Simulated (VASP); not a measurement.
Set up this calculation in VASP 6.6.1, as the native input.

```
Task                   : single point
Functional             : LDA
Potentials or basis    : VASP PAW LDA potentials, release 64 (Rh_pv)
Cutoff                 : 520 eV
k mesh                 : 14 × 14 × 8
Occupations            : methfessel-paxton, width 0.1 eV
Spin                   : no spin polarisation
Dipole correction      : no
Further INCAR settings : ALGO = Normal; EDIFF = 1e-07; NBANDS = 22
```

The structure of Rh lies in POSCAR:

```
Rh
1.0
    2.6667800562      0.0000000000      0.0000000000
   -1.3333900281      2.3094992749      0.0000000000
    0.0000000000      0.0000000000      4.3092274827
Rh
2
Direct
    0.6666666667      0.3333333333      0.7500000000
    0.3333333333      0.6666666667      0.2500000000
```

One way to write it, as run:

INCAR

```
SYSTEM = Rh
PREC = Accurate ; ENCUT = 520
EDIFF = 1E-7 ; ISMEAR = 1
SIGMA = 0.1 ; LREAL = .FALSE.
LASPH = .TRUE. ; NELM = 60
ALGO = Normal ; ISIF = 2
LWAVE = .FALSE. ; LCHARG = .FALSE.
GGA = CA ; NBANDS = 22
```

KPOINTS

```
Automatic mesh
0
G
  14 14 8
  0 0 0
```

Potentials or basis: VASP PAW LDA potentials, release 64 (Rh_pv).

Run with:

```bash
$ cat potpaw_LDA.64/Rh_pv/POTCAR > POTCAR
$ mpirun -np 1 vasp_std > vasp.out
```

It gave:

```json
{
 "Pressure": "0.9 GPa",
 "Band gap on the k mesh": "zero (band 15 reaches 13.17 eV, above the bottom of band 16 at 10.74 eV)"
}
```

Run time: 56 s on 1 thread of Intel(R) Xeon(R) Platinum 8259CL CPU @ 2.50GHz (Skylake/Cascade Lake) (shared host), peak memory 0.16 GiB.
